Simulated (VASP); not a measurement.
**AlRu: single point with PBEsol**

Crystal: AlRu.

```xyz
6
Lattice="0.0000 -2.9764 0.0000 0.0000 0.0000 -2.9764 9.9292 0.0000 0.0000" Properties=species:S:1:pos:R:3 pbc="T T T"
Al    2.2322    0.0000    0.0000
Al    5.2086    0.0000    0.0000
Al    8.1850    0.0000    0.0000
Ru    0.7440   -1.4882   -1.4882
Ru    3.7204   -1.4882   -1.4882
Ru    6.6968   -1.4882   -1.4882
```

```yaml
Program: VASP 6.6.1
Task: single point
Functional: PBEsol
Potentials_or_basis: VASP PAW PBE potentials, release 64 (Al, Ru_pv)
Cutoff: 520 eV
k_mesh: 20 × 20 × 7
Occupations: gaussian, width 0.15 eV
Spin: no spin polarisation
```

| Item | Value |
| --- | --- |
| Pressure | -8.7 GPa |
| Largest force | 1.303 eV/Å |

Forces on the atoms (eV/Å):
```
Al  -0.201  0.000  0.000
Al   0.057  0.000  0.000
Al   0.928  0.000  0.000
Ru  -1.303  0.000  0.000
Ru  -0.268  0.000  0.000
Ru   0.787  0.000  0.000
```

Stress tensor (GPa, compression positive):
```
-13.74   0.00   0.00
  0.00  -6.12   0.00
  0.00   0.00  -6.12
```

Levels at points of the mesh, in eV from the Fermi level:
```tsv
k point	band 24	band 25	band 26	band 27	band 28	band 29
(0.00, 0.00, 0.00)	0.03	0.03	0.20	0.33	0.61	2.42
(0.50, 0.00, 0.00)	-0.98	-0.83	-0.40	0.29	1.43	1.82
(0.50, 0.50, 0.00)	1.54	1.58	1.69	2.22	2.33	2.33
```

It took 16 min on 1 thread of AMD EPYC 9R45 (Zen 5) (shared host), peak memory 0.62 GiB.

Caveat: the PAW data sets were made with another functional, which shifts forces and pressure a little.
